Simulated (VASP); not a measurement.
# NdTl2P3 (P4/mmm) in VASP: single point with PBE

Aim: the single point of NdTl2P3 with PBE.

Everything below comes from runs of VASP 6.6.1. Logs are shortened: lines on timing, memory, paths and dates and some standing lists are left out, and cuts for length are marked.

**1. The cell of the first run**

The structure is tetragonal, space group P4/mmm (No. 123). The conventional cell has a = 5.633 Å, b = 5.633 Å, c = 5.148 Å, α = 90.00°, β = 90.00°, γ = 90.00°. Within 4.0 Å of Nd (site symmetry 4/mmm) lie 8 P at 2.82 to 3.98 Å and 8 Tl at 3.82 Å. Within 3.4 Å of Tl (site symmetry mmm) lie 2 P at 2.57 Å. Within 4.0 Å of P (site symmetry 4/mmm) lie 4 P at 2.82 Å and 8 Tl at 3.82 Å and 4 Nd at 3.98 Å. P (site symmetry mmm) has 2 Tl at 2.57 Å and 2 Nd at 2.82 Å and 2 P at 2.82 Å within 3.4 Å.

The cell was built from a structure type or drawn by symmetry, and may not be a known phase.

**2. Single point, PBE**

INCAR

```
SYSTEM = NdTl2P3
PREC = Accurate
ENCUT = 500
EDIFF = 1E-6
ISMEAR = 0
SIGMA = 0.2
LREAL = .FALSE.
LASPH = .TRUE.
NELM = 200
ALGO = Normal
ISIF = 2
LWAVE = .FALSE.
LCHARG = .FALSE.
GGA = PE
NBANDS = 35
GGA_COMPAT = .FALSE.
LMAXMIX = 6
```

KPOINTS

```
regular mesh
0
G
  4 4 2
  0 0 0
```

POSCAR

```
NdTl2P3
1.0
    5.6333601207      0.0000000000      0.0000000000
    0.0000000000      5.6333601207      0.0000000000
    0.0000000000      0.0000000000      5.1480135039
Nd Tl P
1 2 3
Direct
    0.0000000000      0.0000000000      0.0000000000
    0.0000000000      0.5000000000      0.5000000000
    0.5000000000      0.0000000000      0.5000000000
    0.5000000000      0.5000000000      0.0000000000
    0.0000000000      0.5000000000      0.0000000000
    0.5000000000      0.0000000000      0.0000000000
```

Potentials or basis: VASP PAW PBE potentials, release 64 (Nd_3, Tl_d, P), 4f in core.

Command:

```console
cat potpaw_PBE.64/Nd_3/POTCAR potpaw_PBE.64/Tl_d/POTCAR potpaw_PBE.64/P/POTCAR > POTCAR
mpirun -np 1 vasp_std > vasp.out
```

OUTCAR:

```text
SYSTEM = NdTl2P3
   PREC = Accurate
   ENCUT = 500
   EDIFF = 1E-6
   ISMEAR = 0
   LREAL = .FALSE.
   LASPH = .TRUE.
   NELM = 200
   ISIF = 2
   GGA = PE

 ion  position               nearest neighbor table
   1  0.000  0.000  0.000-   5 2.82   6 2.82   5 2.82   6 2.82   2 3.82   3 3.82   2 3.82   2 3.82
                             2 3.82   3 3.82   3 3.82   3 3.82
   2  0.000  0.500  0.500-   5 2.57   5 2.57   1 3.82   1 3.82   1 3.82   1 3.82   3 3.98   3 3.98
                             3 3.98   3 3.98
   3  0.500  0.000  0.500-   6 2.57   6 2.57   1 3.82   1 3.82   1 3.82   1 3.82   2 3.98   2 3.98
                             2 3.98   2 3.98
   4  0.500  0.500  0.000-   5 2.82   6 2.82   6 2.82   5 2.82
   5  0.000  0.500  0.000-   2 2.57   2 2.57   4 2.82   1 2.82   1 2.82   4 2.82
   6  0.500  0.000  0.000-   3 2.57   3 2.57   4 2.82   1 2.82   4 2.82   1 2.82

  LATTYP: Found a simple tetragonal cell.
 ALAT       =     5.6333601207
 C/A-ratio  =     0.9138442055

  Lattice vectors:

 A1 = (   5.6333601207,   0.0000000000,   0.0000000000)
 A2 = (   0.0000000000,   5.6333601207,   0.0000000000)
 A3 = (   0.0000000000,   0.0000000000,   5.1480135039)

Analysis of symmetry for initial positions (statically):
=====================================================================
 Subroutine PRICEL returns:
 Original cell was already a primitive cell.

 Routine SETGRP: Setting up the symmetry group for a
 simple tetragonal supercell.

 Subroutine GETGRP returns: Found 16 space group operations
 (whereof 16 operations were pure point group operations)
 out of a pool of 16 trial point group operations.

The static configuration has the point symmetry D_4h.

Analysis of symmetry for dynamics (positions and initial velocities):
=====================================================================
 Subroutine PRICEL returns:
 Original cell was already a primitive cell.

 Routine SETGRP: Setting up the symmetry group for a
 simple tetragonal supercell.

 Subroutine GETGRP returns: Found 16 space group operations
 (whereof 16 operations were pure point group operations)
 out of a pool of 16 trial point group operations.

The dynamic configuration has the point symmetry D_4h.

 Subroutine INISYM returns: Found 16 space group operations
 (whereof 16 operations are pure point group operations),
 and found     1 'primitive' translations

----------------------------------------------------------------------------------------

                                     Primitive cell

  volume of cell :     163.3709

  direct lattice vectors                    reciprocal lattice vectors
     5.633360121  0.000000000  0.000000000     0.177513949  0.000000000  0.000000000
     0.000000000  5.633360121  0.000000000     0.000000000  0.177513949  0.000000000
     0.000000000  0.000000000  5.148013504     0.000000000  0.000000000  0.194249685

  length of vectors
     5.633360121  5.633360121  5.148013504     0.177513949  0.177513949  0.194249685

  position of ions in fractional coordinates (direct lattice)
     0.000000000  0.000000000  0.000000000
     0.000000000  0.500000000  0.500000000
     0.500000000  0.000000000  0.500000000
     0.500000000  0.500000000  0.000000000
     0.000000000  0.500000000  0.000000000
     0.500000000  0.000000000  0.000000000

  ion indices of the primitive-cell ions
   primitive index   ion index
                 1           1
                 2           2
                 3           3
                 4           4
                 5           5
                 6           6

----------------------------------------------------------------------------------------

 KPOINTS: regular mesh

Automatic generation of k-mesh.
 Grid dimensions read from file:
 generate k-points for:    4    4    2

 Generating k-lattice:

  Cartesian coordinates                     Fractional coordinates (reciprocal lattice)
     0.044378487  0.000000000  0.000000000     0.250000000  0.000000000  0.000000000
     0.000000000  0.044378487  0.000000000     0.000000000  0.250000000  0.000000000
     0.000000000  0.000000000  0.097124842     0.000000000  0.000000000  0.500000000

  Length of vectors
     0.044378487  0.044378487  0.097124842

  Shift w.r.t. Gamma in fractional coordinates (k-lattice)
     0.000000000  0.000000000  0.000000000

 Subroutine IBZKPT returns following result:
 ===========================================

 Found     12 irreducible k-points:

 Following reciprocal coordinates:
            Coordinates               Weight
  0.000000  0.000000  0.000000      1.000000
  0.250000  0.000000  0.000000      4.000000
  0.500000  0.000000  0.000000      2.000000
  0.250000  0.250000  0.000000      4.000000
  0.500000  0.250000  0.000000      4.000000
  0.500000  0.500000  0.000000      1.000000
  0.000000  0.000000  0.500000      1.000000
  0.250000  0.000000  0.500000      4.000000
  0.500000  0.000000  0.500000      2.000000
  0.250000  0.250000  0.500000      4.000000
  0.500000  0.250000  0.500000      4.000000
  0.500000  0.500000  0.500000      1.000000
   k-points           NKPTS =     12   k-points in BZ     NKDIM =     12   number of bands    NBANDS=     35
   number of dos      NEDOS =    301   number of ions     NIONS =      6
   total plane-waves  NPLWV =  70560
   dimension x,y,z NGX =    42 NGY =   42 NGZ =   40
   dimension x,y,z NGXF=    84 NGYF=   84 NGZF=   80
   ions per type =               1   2   3
   NGX,Y,Z   is equivalent  to a cutoff of  12.39, 12.39, 12.92 a.u.
   NGXF,Y,Z  is equivalent  to a cutoff of  24.79, 24.79, 25.83 a.u.
 SYSTEM =  NdTl2P3
   PREC   = accura    normal or accurate (medium, high low for compatibility)
   ISTART =      0    job   : 0-new  1-cont  2-samecut
   ICHARG =      2    charge: 1-file 2-atom 10-const
   ISPIN  =      1    spin polarized calculation?
   LNONCOLLINEAR =      F non collinear calculations
   LSORBIT =      F    spin-orbit coupling
   LASPH  =      T    aspherical Exc in radial PAW
   ENCUT  =  500.0 eV  36.75 Ry    6.06 a.u.  10.27 10.27  9.39*2*pi/ulx,y,z
   NELM   =    200;   NELMIN=  2; NELMDL= -5     # of ELM steps
   EDIFF  = 0.1E-05   stopping-criterion for ELM
   LREAL  =      F    real-space projection
   EDIFFG = 0.1E-04   stopping-criterion for IOM
   NSW    =      0    number of steps for IOM
   IBRION =     -1    ionic relax: 0-MD 1-quasi-New 2-CG
   NFREE  =      0    steps in history (QN), initial steepest desc. (CG)
   ISIF   =      2    stress and relaxation
   ISYM   =      2    0-nonsym 1-usesym 2-fastsym
   POTIM  = 0.5000    time-step for ionic-motion
   TEBEG  =    0.0;   TEEND  =   0.0 temperature during run
   PSTRESS=    0.0 pullay stress
   NELECT =      52.0000    total number of electrons
   NUPDOWN=      -1.0000    fix difference up-down
   EMIN   =  10.00;   EMAX   =-10.00  energy-range for DOS
   EFERMI =   0.00;   METHOD = LEGACY
   ISMEAR =     0;   SIGMA  =   0.20  broadening in eV -4-tet -1-fermi 0-gaus
   EFERMI_NEDOS =   21; number of points for ismear=-14 and -15
   IALGO  =     38    algorithm
   IMIX   =      4    mixing-type and parameters
     AMIX     =   0.40;   BMIX     =  1.00
     AMIX_MAG =   1.60;   BMIX_MAG =  1.00
  volume/ion in A,a.u.               =      27.23       183.75
  Fermi-wavevector in a.u.,A,eV,Ry     =   1.117766  2.112272 16.999142  1.249402
  Thomas-Fermi vector in A             =   2.254392
   LORBIT       =      0    0 simple, 1 ext, 2 COOP (PROOUT), +10 PAW based schemes
   GGA     = PE    functional components
   LHFCALC =     F    Hartree Fock is set to
   AEXX    =    0.0000 exact exchange contribution
   IVDW    =     0    specifies the selected vdW correction
   LEPSILON=     F    determine dielectric tensor
   LRPA    =     F    only Hartree local field effects (RPA)
 non-spin polarized calculation
 Gauss-broadening in eV      SIGMA  =   0.20
  energy-cutoff  :      500.00
  volume of cell :      163.37
 maximum number of plane-waves:      4178
 NGX is ok and might be reduce to    42
   NGX = 21   NGY = 21   NGZ = 19

 number of electron      52.0000001 magnetization

 Free energy of the ion-electron system (eV)
  ---------------------------------------------------
  ext. energy  EPLUGINS =         0.00000000
  ---------------------------------------------------
  free energy    TOTEN  =       -25.34518262 eV

  energy without entropy =      -25.26057335  energy(sigma->0) =      -25.30287798

 E-fermi :   4.7641     XC(G=0):  -9.4632

 val. band max:        4.7299435934   @ k =   0.5000   0.2500   0.5000
 cond. band min:       4.8110785518   @ k =   0.2500   0.0000   0.0000
 fundamental gap:      0.0811349584
 Fermi energy:         4.7641173611

 k-point     1 :       0.0000    0.0000    0.0000
  band No.  band energies     occupation
      1     -33.3881      2.00000
      2     -14.6328      2.00000
      3     -14.5560      2.00000
      4     -14.5560      2.00000
      5      -8.1182      2.00000
      6      -7.8431      2.00000
[... 27 lines left out ...]
     34       9.1215      0.00000
     35       9.2247      0.00000

 k-point     2 :       0.2500    0.0000    0.0000
  band No.  band energies     occupation
      1     -33.3880      2.00000
      2     -14.6328      2.00000
      3     -14.5841      2.00000
      4     -14.5553      2.00000
      5      -8.0229      2.00000
      6      -7.8291      2.00000
[... 27 lines left out ...]
     34       8.5153      0.00000
     35       8.9905      0.00000

 k-point     3 :       0.5000    0.0000    0.0000
  band No.  band energies     occupation
      1     -33.3878      2.00000
      2     -14.6328      2.00000
      3     -14.6118      2.00000
      4     -14.5547      2.00000
      5      -7.9178      2.00000
      6      -7.8273      2.00000
[... 27 lines left out ...]
     34       7.9710      0.00000
     35       8.5675      0.00000
[... 267 lines left out ...]
 k-point    11 :       0.5000    0.2500    0.5000
  band No.  band energies     occupation
      1     -33.3873      2.00000
      2     -14.6492      2.00000
      3     -14.6029      2.00000
      4     -14.5785      2.00000
      5      -7.2671      2.00000
      6      -7.2657      2.00000
[... 27 lines left out ...]
     34       8.5381      0.00000
     35       9.1961      0.00000

 k-point    12 :       0.5000    0.5000    0.5000
  band No.  band energies     occupation
      1     -33.3871      2.00000
      2     -14.6476      2.00000
      3     -14.6017      2.00000
      4     -14.6017      2.00000
      5      -7.2680      2.00000
      6      -7.2680      2.00000
[... 27 lines left out ...]
     34       8.7242      0.00000
     35       9.2352      0.00000

------------------------ aborting loop because EDIFF is reached ----------------------------------------

  FORCE on cell =-STRESS in cart. coord.  units (eV):
  Direction    XX          YY          ZZ          XY          YZ          ZX
  --------------------------------------------------------------------------------------
  -------------------------------------------------------------------------------------
  Total        0.6425814      0.6425814     -0.1022086      0.0000000      0.0000000      0.0000000
  in kB        6.3017912      6.3017912     -1.0023587      0.0000000      0.0000000      0.0000000
  external PRESSURE =       3.8670746 kB  Pullay stress =       0.0000000 kB

 VOLUME and BASIS-vectors are now :
 -----------------------------------------------------------------------------
  energy-cutoff  :      500.00
  volume of cell :      163.37
      direct lattice vectors                 reciprocal lattice vectors
     5.633360121  0.000000000  0.000000000     0.177513949  0.000000000  0.000000000
     0.000000000  5.633360121  0.000000000     0.000000000  0.177513949  0.000000000
     0.000000000  0.000000000  5.148013504     0.000000000  0.000000000  0.194249685

 POSITION                                       TOTAL-FORCE (eV/Angst)
 -----------------------------------------------------------------------------------
      0.00000      0.00000      0.00000         0.000000      0.000000      0.000000
      0.00000      2.81668      2.57401         0.000000      0.000000      0.000000
      2.81668      0.00000      2.57401         0.000000      0.000000      0.000000
      2.81668      2.81668      0.00000         0.000000      0.000000      0.000000
      0.00000      2.81668      0.00000         0.000000      0.000000      0.000000
      2.81668      0.00000      0.00000         0.000000      0.000000      0.000000
 -----------------------------------------------------------------------------------
    total drift:                                0.000000      0.000000     -0.000000

  FREE ENERGIE OF THE ION-ELECTRON SYSTEM (eV)
  ---------------------------------------------------
  free  energy   TOTEN  =       -25.3451826223 eV

  energy  without entropy=      -25.2605733474  energy(sigma->0) =      -25.30287798
```

Wall time 31 s (1 thread of Intel Xeon 6975P-C (Granite Rapids), shared host); peak memory 0.28 GiB.

What came out:

* Free energy: -25.3452 eV
* Pressure: 0.4 GPa
* Band gap on the k mesh: zero (bands 26 and 27 overlap by 1.20 eV)

Caveat: the k points lie up to 0.61 Å⁻¹ apart, too coarse for converged energies and pressures of a metal; spin-orbit coupling is left out, which moves the levels of the heavy elements; the 4f electrons are frozen in the core, so they carry no moment and show no levels.
